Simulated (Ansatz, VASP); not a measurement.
# Ge: VASP beside Ansatz

File INCAR:

```
SYSTEM = Ge
PREC = Accurate
ENCUT = 520
EDIFF = 1E-7
ISMEAR = -1
SIGMA = 0.1
LREAL = .FALSE.
LASPH = .TRUE.
NELM = 80
ALGO = Normal
ISIF = 2
LWAVE = .FALSE.
LCHARG = .FALSE.
GGA = RE
NBANDS = 28
```

The input KPOINTS:

```
Automatic mesh
0
G
  8 8 13
  0 0 0
```

File POSCAR:

```
Ge
1.0
    5.0644879041      0.0000000000      0.0000000000
   -2.5322439520      4.3859751821      0.0000000000
    0.0000000000      0.0000000000      2.8775827657
Ge
3
Direct
    0.0000000000      1.0000000000      0.0000000000
    0.3333333333      0.6666666667      0.5000000000
    0.6666666667      0.3333333333      0.5000000000
```

Input for Ansatz:

```yaml
crystal:
  lattice:
    - [5.0644879041, 0.0, 0.0]
    - [-2.532243952, 4.3859751821, 0.0]
    - [0.0, 0.0, 2.8775827657]
  atoms:
    - { symbol: Ge, position: [0.0, 1.0, 0.0] }
    - { symbol: Ge, position: [0.3333333333, 0.6666666667, 0.5] }
    - { symbol: Ge, position: [0.6666666667, 0.3333333333, 0.5] }
hamiltonian:
  xc: revpbe
  pseudopotentials:
    kind: paw
    azcp:
      Ge: "pseudopotentials/Ge.paw.azcp"
basis:
  ecutwfc: 420
  fft_grid_basis: typed
kpoints:
  mp_grid: { grid: [8, 8, 13], shift: [0, 0, 0] }
magnetization:
  spin_polarized: false
scf:
  occupations: { method: fermi_dirac, width: 0.1 }
  lower_state_search: "off"
output:
  stress: true
```

Alike in both runs: task single point; functional revPBE; k mesh 8 × 8 × 13; occupations fermi-dirac, width 0.1 eV; no spin polarisation.

|  | VASP | Ansatz |
| --- | --- | --- |
| version | VASP 6.6.1 | Ansatz 0.2.0 |
| potentials or method | VASP PAW PBE potentials, release 64 (Ge_d), cutoff 520 eV | plane waves (420 eV) with PAW, scalar-relativistic |
| valence electrons in the cell | 42 | 42 |

|  | VASP | Ansatz | Ansatz less VASP |
| --- | --- | --- | --- |
| pressure (GPa) | -3.9 | -3.9 | +0.01 |
| traceless stress, the component that is largest in VASP (GPa) | 0.54 | 0.53 | -0.009 |

VASP's potentials were made for PBE, not for revPBE.
